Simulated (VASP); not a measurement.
Set up this calculation in VASP 6.6.1, as the native input.

```yaml
Task: single point
Functional: PBE
Potentials_or_basis: VASP PAW PBE potentials, release 64 (Na_pv, Cd)
Cutoff: 520 eV
k_mesh: 6 × 6 × 12
Occupations: gaussian, width 0.1 eV
Spin: no spin polarisation
Dipole_correction: no
Further_INCAR_settings: ALGO = Fast; EDIFF = 1e-06; NBANDS = 35
```

The structure of Na2Cd lies in POSCAR:

```
Na2Cd
1.0
    8.2837022437      0.0000000000      0.0000000000
    0.0000000000      8.2837022437      0.0000000000
    0.0000000000      0.0000000000      3.2407305033
Na Cd
4 2
Direct
    0.2634563006      0.2634563006      0.0000000000
    0.2365436994      0.7634563006      0.5000000000
    0.7365436994      0.7365436994      0.0000000000
    0.7634563006      0.2365436994      0.5000000000
    0.0000000000      0.0000000000      0.0000000000
    0.5000000000      0.5000000000      0.5000000000
```

The input as run:

INCAR

```
PREC     = Accurate       # precision mode
ENCUT    = 520            # plane-wave cutoff, eV
EDIFF    = 1E-6           # SCF threshold, eV
ISMEAR   = 0              # smearing method
SIGMA    = 0.1            # smearing width, eV
LREAL    = False          # projectors in reciprocal space
LASPH    = True           # aspherical terms in the spheres
NELM     = 100            # most SCF steps
ALGO     = Fast           # electronic algorithm
ISIF     = 2              # what is computed and relaxed
LWAVE    = False          # write WAVECAR
LCHARG   = False          # write CHGCAR
GGA      = PE             # functional
NBANDS   = 35             # bands
```

KPOINTS

```
Automatic mesh
0
Gamma
  6 6 12
```

Potentials or basis: VASP PAW PBE potentials, release 64 (Na_pv, Cd).

Run with:

```sh
$ cat potpaw_PBE.64/Na_pv/POTCAR potpaw_PBE.64/Cd/POTCAR > POTCAR
$ mpirun -np 1 vasp_std > vasp.out
```

It gave:

```yaml
Pressure: 0.0 GPa
Band_gap_on_the_k_mesh: zero (bands 26 and 27 overlap by 1.94 eV)
```

Wall time 6.8 min on 1 thread of Intel(R) Xeon(R) Platinum 8488C (Sapphire Rapids), on a shared host, peak memory 0.57 GiB.
